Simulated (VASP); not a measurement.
# Ba3Sr5Ti8O24 in VASP: a series of runs

The runs below take Ba3Sr5Ti8O24 through relaxation of volume and atoms at fixed shape, single point, with PBEsol, HSE06.

Everything below comes from runs of VASP 6.6.1. Logs are shortened: lines on timing, memory, paths and dates and some standing lists are left out, and cuts for length are marked.

**1. The cell of the first run**

The typed cell holds 40 atoms: a = 7.843 Å, b = 7.843 Å, c = 7.843 Å, α = 90.00°, β = 90.00°, γ = 90.00°.

**2. Relaxation of volume and atoms at fixed shape, PBEsol**

Contents of INCAR:

```
PREC = Accurate
ENCUT = 600
EDIFF = 1E-6
ISMEAR = -1
SIGMA = 0.05
LREAL = Auto
LASPH = T
NELM = 80
ALGO = Normal
ISIF = 8
LWAVE = F
LCHARG = F
GGA = PS
IBRION = 2
NSW = 100
EDIFFG = -0.03
ISYM = 0
```

Contents of KPOINTS:

```
Automatic mesh
0
Gamma
  1 1 1
  0.25 0.25 0.25
```

Contents of POSCAR:

```
Ba3Sr5Ti8O24
1.0
    7.8427080000      0.0000000000      0.0000000000
    0.0000000000      7.8427080000      0.0000000000
    0.0000000000      0.0000000000      7.8427080000
Sr Ba Ti O
5 3 8 24
Direct
    0.9931470000      0.9995290000      0.0009330000
    0.0004950000      0.9983580000      0.5021440000
    0.4991400000      0.0003000000      0.0030100000
    0.5028560000      0.9994660000      0.4996810000
    0.5004250000      0.5006860000      0.5021640000
    0.9955640000      0.5001440000      0.0030150000
    0.0016340000      0.4996080000      0.5030980000
    0.5032890000      0.4940600000      0.0011620000
    0.2479300000      0.2519460000      0.2488630000
    0.2500750000      0.2495600000      0.7514940000
    0.2500290000      0.7502710000      0.2517380000
    0.2496730000      0.7480170000      0.7526050000
    0.7510760000      0.2564840000      0.2528750000
    0.7501980000      0.2452290000      0.7472080000
    0.7499380000      0.7496990000      0.2465170000
    0.7517690000      0.7494520000      0.7453020000
    0.2491650000      0.2508610000      0.0010460000
    0.2470410000      0.2522560000      0.4966630000
    0.2500850000      0.7504880000      0.0010600000
    0.2466310000      0.7534900000      0.5006310000
    0.7515200000      0.2520350000      0.9959010000
    0.7575370000      0.2486350000      0.5026120000
    0.7473020000      0.7465090000      0.9996040000
    0.7482910000      0.7482780000      0.5013090000
    0.9990290000      0.2533800000      0.2483350000
    0.9955230000      0.2473440000      0.7509330000
    0.9977400000      0.7502480000      0.2528960000
    0.0011570000      0.7491530000      0.7490270000
    0.4976580000      0.2492770000      0.2453910000
    0.5018210000      0.2499750000      0.7516130000
    0.5040290000      0.7463000000      0.2483380000
    0.5024060000      0.7524650000      0.7501460000
    0.2505730000      0.9964010000      0.2505050000
    0.2527470000      0.0018770000      0.7486350000
    0.2503590000      0.5037710000      0.2530950000
    0.2529370000      0.4995240000      0.7476590000
    0.7430090000      0.9984310000      0.2521320000
    0.7487320000      0.0016790000      0.7482480000
    0.7502750000      0.4971060000      0.2491450000
    0.7496990000      0.5007180000      0.7510260000
```

Potentials or basis: VASP PAW PBE potentials, release 64 (Sr_sv, Ba_sv, Ti_sv, O).

Run with:

```bash
cat potpaw_PBE.64/Sr_sv/POTCAR potpaw_PBE.64/Ba_sv/POTCAR potpaw_PBE.64/Ti_sv/POTCAR potpaw_PBE.64/O/POTCAR > POTCAR
mpirun -np 1 vasp_std > vasp.out
```

OUTCAR:

```text
PREC = Accurate
   ENCUT = 600
   EDIFF = 1E-6
   ISMEAR = -1
   LREAL = Auto
   LASPH = T
   NELM = 80
   ISIF = 8
   GGA = PS
   IBRION = 2
   NSW = 100
   EDIFFG = -0.03
   ISYM = 0

 ion  position               nearest neighbor table
   1  0.993  1.000  0.001-  21 2.74  38 2.76  26 2.76  23 2.77  27 2.78  37 2.78  25 2.78  28 2.79
                            19 2.81  33 2.81  17 2.81  34 2.84  15 3.34  14 3.36  16 3.38  13 3.40
   2  0.000  0.998  0.502-  20 2.72  22 2.74  28 2.75  27 2.76  26 2.76  38 2.76  34 2.77  18 2.78
                            33 2.78  24 2.79  37 2.81  25 2.82  16 3.35  14 3.36  11 3.39  12 3.40
   3  0.499  0.000  0.003-  29 2.73  37 2.73  33 2.75  19 2.77  31 2.77  17 2.78  32 2.78  34 2.78
                            30 2.78  23 2.78  21 2.80  38 2.80  15 3.37  11 3.39   9 3.39  10 3.40
   4  0.503  0.999  0.500-  37 2.70  38 2.74  24 2.75  32 2.76  34 2.77  33 2.78  20 2.79  30 2.79
                            22 2.79  29 2.80  31 2.80  18 2.82  14 3.35  16 3.37  11 3.40  15 3.40
   5  0.500  0.501  0.502-  36 2.73  24 2.75  40 2.76  35 2.77  31 2.77  32 2.77  30 2.77  18 2.78
                            39 2.79  20 2.81  29 2.82  22 2.82  16 3.37  13 3.37  12 3.39  14 3.40
   6  0.996  0.500  0.003-  39 2.73  25 2.73  21 2.73  23 2.74  40 2.76  27 2.77  17 2.79  28 2.79
                            26 2.80  19 2.80  35 2.80  36 2.84  13 3.34  15 3.34   9 3.38  16 3.40
   7  0.002  0.500  0.503-  18 2.73  22 2.75  28 2.75  36 2.75  35 2.77  20 2.77  40 2.77  26 2.77
                            27 2.78  25 2.78  24 2.78  39 2.80  16 3.36  13 3.37  12 3.38  10 3.38
   8  0.503  0.494  0.001-  29 2.71  21 2.72  30 2.74  39 2.75  23 2.75  40 2.75  17 2.76  31 2.77
                            36 2.79  35 2.80  32 2.83  19 2.83  13 3.34   9 3.37  10 3.38  15 3.39
   9  0.248  0.252  0.249-  18 1.94  17 1.94  25 1.95  29 1.96  35 1.98  33 2.00   8 3.37   6 3.38
[... 37 lines left out ...]
  39  0.750  0.497  0.249-  13 1.89  15 1.98   6 2.73   8 2.75   5 2.79   7 2.80
  40  0.750  0.501  0.751-  16 1.95  14 2.00   8 2.75   6 2.76   5 2.76   7 2.77

IMPORTANT INFORMATION: All symmetrisations will be switched off!
NOSYMM: (Re-)initialisation of all symmetry stuff for point group C_1.

----------------------------------------------------------------------------------------

                                     Primitive cell

  volume of cell :     482.3898

  direct lattice vectors                    reciprocal lattice vectors
     7.842708000  0.000000000  0.000000000     0.127506978  0.000000000  0.000000000
     0.000000000  7.842708000  0.000000000     0.000000000  0.127506978  0.000000000
     0.000000000  0.000000000  7.842708000     0.000000000  0.000000000  0.127506978

  length of vectors
     7.842708000  7.842708000  7.842708000     0.127506978  0.127506978  0.127506978

  position of ions in fractional coordinates (direct lattice)
     0.993147000  0.999529000  0.000933000
     0.000495000  0.998358000  0.502144000
     0.499140000  0.000300000  0.003010000
     0.502856000  0.999466000  0.499681000
     0.500425000  0.500686000  0.502164000
     0.995564000  0.500144000  0.003015000
[... 32 lines left out ...]
     0.750275000  0.497106000  0.249145000
     0.749699000  0.500718000  0.751026000

  ion indices of the primitive-cell ions
   primitive index   ion index
                 1           1
                 2           2
                 3           3
                 4           4
                 5           5
                 6           6
[... 32 lines left out ...]
                39          39
                40          40

----------------------------------------------------------------------------------------

 KPOINTS: Automatic mesh

Automatic generation of k-mesh.
 Grid dimensions read from file:
 generate k-points for:    1    1    1

 Generating k-lattice:

  Cartesian coordinates                     Fractional coordinates (reciprocal lattice)
[... 43 lines left out ...]
   IMIX   =      4    mixing-type and parameters
     AMIX     =   0.40;   BMIX     =  1.00
     AMIX_MAG =   1.60;   BMIX_MAG =  1.00
  volume/ion in A,a.u.               =      12.06        81.38
  Fermi-wavevector in a.u.,A,eV,Ry     =   1.427772  2.698097 27.735913  2.038532
  Thomas-Fermi vector in A             =   2.547905
   LORBIT       =      0    0 simple, 1 ext, 2 COOP (PROOUT), +10 PAW based schemes
   GGA     = PS    functional components
   LHFCALC =     F    Hartree Fock is set to
   AEXX    =    0.0000 exact exchange contribution
   IVDW    =     0    specifies the selected vdW correction
   LEPSILON=     F    determine dielectric tensor
   LRPA    =     F    only Hartree local field effects (RPA)
 conjugate gradient relaxation of ions
 non-spin polarized calculation
  energy-cutoff  :      600.00
  volume of cell :      482.39
 maximum number of plane-waves:     16125
 NGX is ok and might be reduce to    64
   NGX = 31   NGY = 31   NGZ = 31

--------------------------------------- Ionic step        1  -------------------------------------------

 number of electron     319.9999980 magnetization

 Free energy of the ion-electron system (eV)
  ---------------------------------------------------
  ext. energy  EPLUGINS =         0.00000000
  ---------------------------------------------------
  free energy    TOTEN  =      -335.62985630 eV

  energy without entropy =     -335.62985630  energy(sigma->0) =     -335.62985630

------------------------ aborting loop because EDIFF is reached ----------------------------------------

  FORCE on cell =-STRESS in cart. coord.  units (eV):
  Direction    XX          YY          ZZ          XY          YZ          ZX
  --------------------------------------------------------------------------------------
  -------------------------------------------------------------------------------------
  Total        4.3031092      4.8599757      4.3217699      0.0893931     -0.0703894     -0.0933158
  in kB       14.2920596     16.1415987     14.3540377      0.2969042     -0.2337867     -0.3099328
  external PRESSURE =      14.9292320 kB  Pullay stress =       0.0000000 kB
[... 203 lines left out ...]
  FREE ENERGIE OF THE ION-ELECTRON SYSTEM (eV)
  ---------------------------------------------------
  free  energy   TOTEN  =      -335.9244330014 eV

  energy  without entropy=     -335.9244330013  energy(sigma->0) =     -335.92443300

[... ionic steps 4 to 11 ...]

--------------------------------------- Ionic step       12  -------------------------------------------

 number of electron     319.9999949 magnetization

------------------------ aborting loop because EDIFF is reached ----------------------------------------
[... 143 lines left out ...]
--------------------------------------- Ionic step       14  -------------------------------------------

 number of electron     319.9999948 magnetization

 Free energy of the ion-electron system (eV)
  ---------------------------------------------------
  ext. energy  EPLUGINS =         0.00000000
  ---------------------------------------------------
  free energy    TOTEN  =      -336.12984888 eV

  energy without entropy =     -336.12984888  energy(sigma->0) =     -336.12984888

 E-fermi :   5.0125     XC(G=0): -11.5856

 val. band max:        3.7896144870   @ k =  -0.2500  -0.2500   0.2500
 cond. band min:       6.3159735122   @ k =   0.2500  -0.2500   0.2500
 fundamental gap:      2.5263590252
 Fermi energy:         5.0124603687

 k-point     1 :       0.2500    0.2500    0.2500
  band No.  band energies     occupation
      1     -52.2286      2.00000
      2     -52.2276      2.00000
      3     -52.2266      2.00000
      4     -52.2259      2.00000
      5     -52.2251      2.00000
      6     -52.2244      2.00000
[... 689 lines left out ...]
    171       7.5053      0.00000
    172       7.5058      0.00000
 [bands above 172 left out]

------------------------ aborting loop because EDIFF is reached ----------------------------------------

  FORCE on cell =-STRESS in cart. coord.  units (eV):
  Direction    XX          YY          ZZ          XY          YZ          ZX
  --------------------------------------------------------------------------------------
  -------------------------------------------------------------------------------------
  Total       -0.0737031     -0.1696401     -0.0425902     -0.0016098      0.0154395     -0.0143611
  in kB       -0.2434798     -0.5604099     -0.1406977     -0.0053181      0.0510046     -0.0474422
  external PRESSURE =      -0.3148625 kB  Pullay stress =       0.0000000 kB
[... 55 lines left out ...]
  FREE ENERGIE OF THE ION-ELECTRON SYSTEM (eV)
  ---------------------------------------------------
  free  energy   TOTEN  =      -336.1298488779 eV

  energy  without entropy=     -336.1298488778  energy(sigma->0) =     -336.12984888

 reached required accuracy - stopping structural energy minimisation
```

Wall time 75 min (1 thread of Intel Xeon 6975P-C (Granite Rapids), shared host); peak memory 0.83 GiB.

Results:

- Free energy: -336.1298 eV
- Relaxed volume: 12.12 Å³/atom
- Relaxed cell: a = 7.857 Å, b = 7.857 Å, c = 7.857 Å, α = 90.00°, β = 90.00°, γ = 90.00°
- Space group after relaxing (to 0.1 Å): P4/mmm (No. 123)
- Energy gained by relaxing: 12.5 meV/atom
- Ionic steps: 14
- Pressure after relaxing: 0.0 GPa
- Largest force after relaxing: 0.025 eV/Å
- Band gap on the k mesh: 2.53 eV

Forces on the atoms (eV/Å):
```
Sr   0.010 -0.001 -0.003
Sr  -0.003  0.001  0.000
Sr   0.006 -0.003 -0.005
Sr  -0.008 -0.004  0.000
Sr  -0.001  0.000 -0.001
Ba   0.006  0.000 -0.001
Ba   0.003  0.002 -0.003
Ba  -0.010  0.004 -0.003
Ti  -0.006 -0.003 -0.001
Ti  -0.006  0.013 -0.006
Ti   0.004 -0.011 -0.002
Ti  -0.003  0.003 -0.015
Ti   0.005 -0.003 -0.010
Ti   0.006  0.015  0.002
Ti   0.002 -0.015  0.010
Ti   0.002  0.005  0.019
O   -0.006 -0.001  0.002
O    0.003  0.002  0.003
O   -0.004 -0.007 -0.012
O    0.001 -0.009  0.011
O    0.001  0.001  0.011
O   -0.005  0.008 -0.011
O    0.001  0.002 -0.009
O    0.000  0.000 -0.002
O    0.002  0.007  0.003
O    0.007 -0.001  0.007
O    0.008 -0.002 -0.004
O    0.008 -0.006  0.004
O    0.000  0.002  0.003
O   -0.024 -0.002  0.006
O    0.015  0.003 -0.003
O   -0.004 -0.006 -0.003
O   -0.003  0.001  0.001
O   -0.008 -0.015  0.001
O    0.006 -0.013 -0.001
O    0.000  0.004  0.006
O    0.008  0.008  0.000
O   -0.004  0.004  0.003
O   -0.004  0.012  0.007
O   -0.004  0.004 -0.002
```

The path:
```tsv
step	energy change (eV)	largest force (eV/Å)	pressure (GPa)	volume (Å³)
1	0.0000	1.1511	1.49	482.39
2	-0.2870	0.6055	-1.74	490.28
3	-0.2946	0.5213	-1.33	489.16
4	-0.4391	0.3057	0.17	484.69
5	-0.4549	0.2594	0.93	482.58
6	-0.4821	0.2165	-0.48	486.24
7	-0.4842	0.1778	-0.20	485.46
8	-0.4952	0.0799	-0.08	485.16
9	-0.4967	0.1291	-0.01	485.00
10	-0.4983	0.0656	0.04	484.83
11	-0.4987	0.0360	0.03	484.88
12	-0.4993	0.0301	-0.02	485.00
13	-0.4996	0.0374	-0.08	485.16
14	-0.5000	0.0248	-0.03	484.99
```

Final structure:
```yaml
crystal:
  lattice:
    - [7.85678, 0.00000, 0.00000]
    - [0.00000, 7.85678, 0.00000]
    - [0.00000, 0.00000, 7.85678]
  atoms:
    - { symbol: Sr, position: [0.99953, 0.99982, 0.00057] }
    - { symbol: Sr, position: [0.00001, 0.99979, 0.50056] }
    - { symbol: Sr, position: [0.49960, 0.99980, 0.00069] }
    - { symbol: Sr, position: [0.50002, 0.99986, 0.50046] }
    - { symbol: Sr, position: [0.49982, 0.49983, 0.50048] }
    - { symbol: Ba, position: [0.99972, 0.49980, 0.00037] }
    - { symbol: Ba, position: [0.99981, 0.49977, 0.50043] }
    - { symbol: Ba, position: [0.49997, 0.49973, 0.00039] }
    - { symbol: Ti, position: [0.25109, 0.24609, 0.25211] }
    - { symbol: Ti, position: [0.25104, 0.24534, 0.74962] }
    - { symbol: Ti, position: [0.25142, 0.75373, 0.25268] }
    - { symbol: Ti, position: [0.25093, 0.75307, 0.75023] }
    - { symbol: Ti, position: [0.74846, 0.24748, 0.25278] }
    - { symbol: Ti, position: [0.74847, 0.24472, 0.75011] }
    - { symbol: Ti, position: [0.74885, 0.75516, 0.25034] }
    - { symbol: Ti, position: [0.74830, 0.75244, 0.74773] }
    - { symbol: O, position: [0.25139, 0.24286, 0.99955] }
    - { symbol: O, position: [0.25231, 0.24415, 0.49962] }
    - { symbol: O, position: [0.25064, 0.75744, 0.99984] }
    - { symbol: O, position: [0.25241, 0.75628, 0.49986] }
    - { symbol: O, position: [0.74858, 0.24189, 0.99955] }
    - { symbol: O, position: [0.74767, 0.24393, 0.49983] }
    - { symbol: O, position: [0.74874, 0.75725, 0.00056] }
    - { symbol: O, position: [0.74664, 0.75490, 0.50032] }
    - { symbol: O, position: [0.99972, 0.24141, 0.25038] }
    - { symbol: O, position: [0.00011, 0.24254, 0.74908] }
    - { symbol: O, position: [0.99932, 0.75776, 0.25134] }
    - { symbol: O, position: [0.99989, 0.75772, 0.74912] }
    - { symbol: O, position: [0.49972, 0.24461, 0.25300] }
    - { symbol: O, position: [0.50029, 0.24476, 0.74625] }
    - { symbol: O, position: [0.49940, 0.75440, 0.25314] }
    - { symbol: O, position: [0.49988, 0.75580, 0.74755] }
    - { symbol: O, position: [0.25164, 0.99989, 0.25053] }
    - { symbol: O, position: [0.25170, 0.00033, 0.74875] }
    - { symbol: O, position: [0.25264, 0.49997, 0.25373] }
    - { symbol: O, position: [0.25370, 0.50044, 0.74598] }
    - { symbol: O, position: [0.74720, 0.99941, 0.25154] }
    - { symbol: O, position: [0.74881, 0.99980, 0.74849] }
    - { symbol: O, position: [0.74659, 0.49880, 0.25350] }
    - { symbol: O, position: [0.74645, 0.50024, 0.74669] }
```

Levels at points of the mesh, in eV from the valence-band top:
```
           k point  band 157  band 158  band 159  band 160  band 161  band 162  band 163  band 164
(0.25, 0.25, 0.25)     -0.12     -0.11     -0.10      0.00      2.53      2.60      2.61      2.68
```

Caveat: the PAW data sets were made with another functional, which shifts forces and pressure a little; spin-orbit coupling is left out, which moves the levels of the heavy elements; a shifted mesh leaves out Γ, where band edges can lie. A k mesh can miss the band edges.

[end of part 1 of 2]
